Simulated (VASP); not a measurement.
Write the native input for VASP 6.6.1 that does the following.

```yaml
Task: relaxation of cell and atoms
Functional: PBEsol
Potentials_or_basis: VASP PAW PBE potentials, release 64 (Ti_sv, B)
Cutoff: 600 eV
k_mesh: 12 × 12 × 10
Occupations: fermi-dirac, width 0.05 eV
Spin: no spin polarisation
Dipole_correction: no
Further_INCAR_settings: ALGO = Normal; EDIFF = 1e-07; IBRION = 2; EDIFFG = -0.002; NSW = 100; ISIF = 3
```

The structure of TiB2 lies in POSCAR:

```
TiB2
1.0
    3.0292000000      0.0000000000      0.0000000000
   -1.5146000000      2.6233641531      0.0000000000
    0.0000000000      0.0000000000      3.2284000000
Ti B
1 2
Direct
    0.0000000000      0.0000000000      0.0000000000
    0.3333333333      0.6666666667      0.5000000000
    0.6666666667      0.3333333333      0.5000000000
```

These files were run (other wordings do the same):

INCAR

```
  PREC = Accurate
  ENCUT = 600
  EDIFF = 1E-7
  ISMEAR = -1
  SIGMA = 0.05
  LREAL = False
  LASPH = True
  NELM = 60
  ALGO = Normal
  ISIF = 3
  LWAVE = False
  LCHARG = False
  GGA = PS
  IBRION = 2
  NSW = 100
  EDIFFG = -0.002
```

KPOINTS

```
regular mesh
0
Gamma
  12 12 10
```

Potentials or basis: VASP PAW PBE potentials, release 64 (Ti_sv, B).

Run with:

```console
$ cat potpaw_PBE.64/Ti_sv/POTCAR potpaw_PBE.64/B/POTCAR > POTCAR
$ mpirun -np 1 vasp_std > vasp.out
```

Results of the run:

* Relaxed volume: 8.38 Å³/atom
* Relaxed cell: a = 3.019 Å, b = 3.019 Å, c = 3.186 Å, α = 90.00°, β = 90.00°, γ = 120.00°
* Space group after relaxing (to 0.1 Å): P6/mmm (No. 191)
* Energy gained by relaxing: 3.1 meV/atom
* Ionic steps: 4
* Pressure after relaxing: 0.0 GPa
* Band gap on the k mesh: zero (bands 9 and 10 overlap by 0.55 eV)

Caveat: the PAW data sets were made with another functional, which shifts forces and pressure a little.

Run time: 3.2 min on 1 thread of Intel Xeon 8259CL (shared host), peak memory 0.19 GiB.
